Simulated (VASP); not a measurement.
**SiC: single point with PBE**

Crystal: SiC.

```
Si C
1.0
     3.07536    0.00000    0.00000
    -1.53768    2.66334    0.00000
     0.00000    0.00000    4.94715
Si C
2 2
Direct
  0.33333 0.66667 0.99849
  0.66667 0.33333 0.49849
  0.33333 0.66667 0.37651
  0.66667 0.33333 0.87651
```

This cell differs from its parent crystal: uniaxial z strain -2.0%.

* Program: VASP 6.6.1
* Task: single point
* Functional: PBE
* Potentials or basis: VASP PAW PBE potentials, release 64 (Si, C)
* Cutoff: 520 eV
* k mesh: 12 × 12 × 6
* Occupations: fermi-dirac, width 0.02 eV
* Spin: no spin polarisation
* Dipole correction: no
* Further INCAR settings: ALGO = Normal; EDIFF = 1e-06; NBANDS = 16

```
Pressure               : 8.2 GPa
Largest force          : 0.024 eV/Å
Band gap on the k mesh : 2.31 eV, indirect (least direct gap 3.85 eV)
```

Forces on the atoms (eV/Å):
```
Si   0.000  0.000 -0.024
Si   0.000  0.000 -0.024
C    0.000  0.000  0.024
C    0.000  0.000  0.024
```

Stress tensor (GPa, compression positive):
```
 4.78  0.00  0.00
 0.00  4.78  0.00
 0.00  0.00 14.97
```

Levels at points of the mesh, in eV from the valence-band top:
```tsv
k point	band 6	band 7	band 8	band 9	band 10	band 11
(0.00, 0.00, 0.00)	-0.08	-0.08	0.00	4.62	6.59	6.59
(0.50, 0.00, 0.00)	-3.51	-3.35	-1.23	2.62	4.37	6.99
(0.00, 0.00, 0.50)	-0.85	-0.85	-0.85	5.80	5.80	7.28
(0.50, 0.00, 0.50)	-2.58	-2.26	-2.26	3.35	3.35	5.39
```

It took 14 s on 1 thread of Intel(R) Xeon(R) 6975P-C (Granite Rapids) (shared host), peak memory 0.17 GiB.

Caveat: the cell differs from its parent crystal (uniaxial z strain -2.0%). A k mesh can miss the band edges.
